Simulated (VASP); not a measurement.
# TaN (Fm-3m) in VASP: single point with PBEsol

Aim: the single point of TaN with PBEsol.

Program: VASP 6.6.1. These are calculated values, not measurements. Logs are shortened: lines on timing, memory, paths and dates and some standing lists are left out, and cuts for length are marked.

**1. The cell of the first run**

Symmetry: Fm-3m, No. 225, cubic system. Conventional cell: a = 4.375 Å, b = 4.375 Å, c = 4.375 Å, α = 90.00°, β = 90.00°, γ = 90.00°. Within 2.9 Å of Ta (site symmetry m-3m) lie 6 N at 2.19 Å. Within 2.9 Å of N (site symmetry m-3m) lie 6 Ta at 2.19 Å.

**2. Single point, PBEsol**

Input file INCAR:

```
SYSTEM = TaN
PREC = Accurate
ENCUT = 700
EDIFF = 1E-6
ISMEAR = 0
SIGMA = 0.1
LREAL = .False.
LASPH = .True.
NELM = 120
ALGO = Normal
ISIF = 2
LWAVE = .False.
LCHARG = .False.
GGA = PS
NBANDS = 16
GGA_COMPAT = .False.
```

Input file KPOINTS:

```
regular mesh
0
Gamma
  6 6 6
  0 0 0
```

Input file POSCAR:

```
TaN
1.0
    0.0000000000      2.1874205795      2.1874205795
    2.1874205795      0.0000000000      2.1874205795
    2.1874205795      2.1874205795      0.0000000000
Ta N
1 1
Direct
    0.5000000000      0.5000000000      0.5000000000
    0.0000000000      0.0000000000      0.0000000000
```

Potentials or basis: VASP PAW PBE potentials, release 64 (Ta_sv_GW, N).

Launch:

```
$ cat potpaw_PBE.64/Ta_sv_GW/POTCAR potpaw_PBE.64/N/POTCAR > POTCAR
$ mpirun -np 1 vasp_std > vasp.out
```

OUTCAR:

```text
SYSTEM = TaN
   PREC = Accurate
   ENCUT = 700
   EDIFF = 1E-6
   ISMEAR = 0
   LREAL = .False.
   LASPH = .True.
   NELM = 120
   ISIF = 2
   GGA = PS

 ion  position               nearest neighbor table
   1  0.500  0.500  0.500-   2 2.19   2 2.19   2 2.19   2 2.19   2 2.19   2 2.19
   2  0.000  0.000  0.000-   1 2.19   1 2.19   1 2.19   1 2.19   1 2.19   1 2.19

  LATTYP: Found a face centered cubic cell.
 ALAT       =     4.3748411590

  Lattice vectors:

 A1 = (   0.0000000000,   2.1874205795,   2.1874205795)
 A2 = (   2.1874205795,   0.0000000000,   2.1874205795)
 A3 = (   2.1874205795,   2.1874205795,   0.0000000000)

Analysis of symmetry for initial positions (statically):
=====================================================================
 Subroutine PRICEL returns:
 Original cell was already a primitive cell.

 Routine SETGRP: Setting up the symmetry group for a
 face centered cubic supercell.

 Subroutine GETGRP returns: Found 48 space group operations
 (whereof 48 operations were pure point group operations)
 out of a pool of 48 trial point group operations.

The static configuration has the point symmetry O_h .

Analysis of symmetry for dynamics (positions and initial velocities):
=====================================================================
 Subroutine PRICEL returns:
 Original cell was already a primitive cell.

 Routine SETGRP: Setting up the symmetry group for a
 face centered cubic supercell.

 Subroutine GETGRP returns: Found 48 space group operations
 (whereof 48 operations were pure point group operations)
 out of a pool of 48 trial point group operations.

The dynamic configuration has the point symmetry O_h .

 Subroutine INISYM returns: Found 48 space group operations
 (whereof 48 operations are pure point group operations),
 and found     1 'primitive' translations

----------------------------------------------------------------------------------------

                                     Primitive cell

  volume of cell :      20.9328

  direct lattice vectors                    reciprocal lattice vectors
     0.000000000  2.187420579  2.187420579    -0.228579728  0.228579728  0.228579728
     2.187420579  0.000000000  2.187420579     0.228579728 -0.228579728  0.228579728
     2.187420579  2.187420579  0.000000000     0.228579728  0.228579728 -0.228579728

  length of vectors
     3.093479850  3.093479850  3.093479850     0.395911702  0.395911702  0.395911702

  position of ions in fractional coordinates (direct lattice)
[... 70 lines left out ...]
   EDIFF  = 0.1E-05   stopping-criterion for ELM
   LREAL  =      F    real-space projection
   EDIFFG = 0.1E-04   stopping-criterion for IOM
   NSW    =      0    number of steps for IOM
   IBRION =     -1    ionic relax: 0-MD 1-quasi-New 2-CG
   NFREE  =      0    steps in history (QN), initial steepest desc. (CG)
   ISIF   =      2    stress and relaxation
   ISYM   =      2    0-nonsym 1-usesym 2-fastsym
   POTIM  = 0.5000    time-step for ionic-motion
   TEBEG  =    0.0;   TEEND  =   0.0 temperature during run
   PSTRESS=    0.0 pullay stress
   NELECT =      18.0000    total number of electrons
   NUPDOWN=      -1.0000    fix difference up-down
   EMIN   =  10.00;   EMAX   =-10.00  energy-range for DOS
   EFERMI =   0.00;   METHOD = LEGACY
   ISMEAR =     0;   SIGMA  =   0.10  broadening in eV -4-tet -1-fermi 0-gaus
   EFERMI_NEDOS =   21; number of points for ismear=-14 and -15
   IALGO  =     38    algorithm
   IMIX   =      4    mixing-type and parameters
     AMIX     =   0.40;   BMIX     =  1.00
     AMIX_MAG =   1.60;   BMIX_MAG =  1.00
  volume/ion in A,a.u.               =      10.47        70.63
  Fermi-wavevector in a.u.,A,eV,Ry     =   1.556766  2.941861 32.974002  2.423521
  Thomas-Fermi vector in A             =   2.660514
   LORBIT       =      0    0 simple, 1 ext, 2 COOP (PROOUT), +10 PAW based schemes
   GGA     = PS    functional components
   LHFCALC =     F    Hartree Fock is set to
   AEXX    =    0.0000 exact exchange contribution
   IVDW    =     0    specifies the selected vdW correction
   LEPSILON=     F    determine dielectric tensor
   LRPA    =     F    only Hartree local field effects (RPA)
 non-spin polarized calculation
 Gauss-broadening in eV      SIGMA  =   0.10
  energy-cutoff  :      700.00
  volume of cell :       20.93
 maximum number of plane-waves:       899
   NGX = 13   NGY = 13   NGZ = 13

 number of electron      18.0000000 magnetization

 Free energy of the ion-electron system (eV)
  ---------------------------------------------------
  ext. energy  EPLUGINS =         0.00000000
  ---------------------------------------------------
  free energy    TOTEN  =       -25.70131902 eV

  energy without entropy =      -25.69339349  energy(sigma->0) =      -25.69735625

 E-fermi :  13.9213     XC(G=0): -14.0507

 val. band max:       13.9198027476   @ k =   0.0000   0.0000   0.0000
 cond. band min:      13.9446307134   @ k =   0.3333   0.0000   0.0000
 fundamental gap:      0.0248279658
 Fermi energy:        13.9213168700

 k-point     1 :       0.0000    0.0000    0.0000
  band No.  band energies     occupation
      1     -55.6019      2.00000
      2     -21.7777      2.00000
      3     -21.7777      2.00000
      4     -21.7777      2.00000
      5      -5.0222      2.00000
      6      10.0609      2.00000
[... 281 lines left out ...]
      3     -22.2016      2.00000
      4     -22.1018      2.00000
      5      -3.2401      2.00000
      6       6.9560      2.00000
[... 8 lines left out ...]
     15      24.3762      0.00000
     16      27.7033      0.00000

------------------------ aborting loop because EDIFF is reached ----------------------------------------

  FORCE on cell =-STRESS in cart. coord.  units (eV):
  Direction    XX          YY          ZZ          XY          YZ          ZX
  --------------------------------------------------------------------------------------
  -------------------------------------------------------------------------------------
  Total        0.0940646      0.0940646      0.0940646      0.0000000      0.0000000     -0.0000000
  in kB        7.1996242      7.1996242      7.1996242      0.0000000      0.0000000     -0.0000000
  external PRESSURE =       7.1996242 kB  Pullay stress =       0.0000000 kB

 VOLUME and BASIS-vectors are now :
 -----------------------------------------------------------------------------
  energy-cutoff  :      700.00
  volume of cell :       20.93
      direct lattice vectors                 reciprocal lattice vectors
     0.000000000  2.187420579  2.187420579    -0.228579728  0.228579728  0.228579728
     2.187420579  0.000000000  2.187420579     0.228579728 -0.228579728  0.228579728
     2.187420579  2.187420579  0.000000000     0.228579728  0.228579728 -0.228579728

 POSITION                                       TOTAL-FORCE (eV/Angst)
 -----------------------------------------------------------------------------------
      2.18742      2.18742      2.18742        -0.000000      0.000000      0.000000
      0.00000      0.00000      0.00000         0.000000     -0.000000     -0.000000
 -----------------------------------------------------------------------------------
    total drift:                                0.000000      0.000000      0.000000

  FREE ENERGIE OF THE ION-ELECTRON SYSTEM (eV)
  ---------------------------------------------------
  free  energy   TOTEN  =       -25.7013190200 eV

  energy  without entropy=      -25.6933934874  energy(sigma->0) =      -25.69735625
```

stdout:

```text
POSCAR found type information on POSCAR TaN
 POSCAR found :  2 types and       2 ions
 scaLAPACK will be used
 -----------------------------------------------------------------------------
|                                                                             |
|                                                                             |
|     You enforced a specific xc type in the INCAR file but a different       |
|     I HOPE YOU KNOW WHAT YOU ARE DOING!                                     |
|                                                                             |
 -----------------------------------------------------------------------------

 LDA part: xc-table for (Slater+PW92), standard interpolation
 POSCAR, INCAR and KPOINTS ok, starting setup
 FFT: planning ... GRIDC
 FFT: planning ... GRID_SOFT
 FFT: planning ... GRID
 WAVECAR not read
 entering main loop
```

Wall time 8.6 s (1 thread of AMD EPYC 7R13 (Zen 3), shared host); peak memory 0.14 GiB.

What came out:

```
Free energy            : -25.7013 eV
Pressure               : 0.7 GPa
Band gap on the k mesh : zero (bands 9 and 10 overlap by 4.13 eV)
```

Caveat: the k points lie up to 0.41 Å⁻¹ apart, too coarse for converged energies and pressures of a metal; the PAW data sets were made with another functional, which shifts forces and pressure a little; spin-orbit coupling is left out, which moves the levels of the heavy elements.

The gap in the log of VASP goes by the Fermi energy; the results here count the filled bands.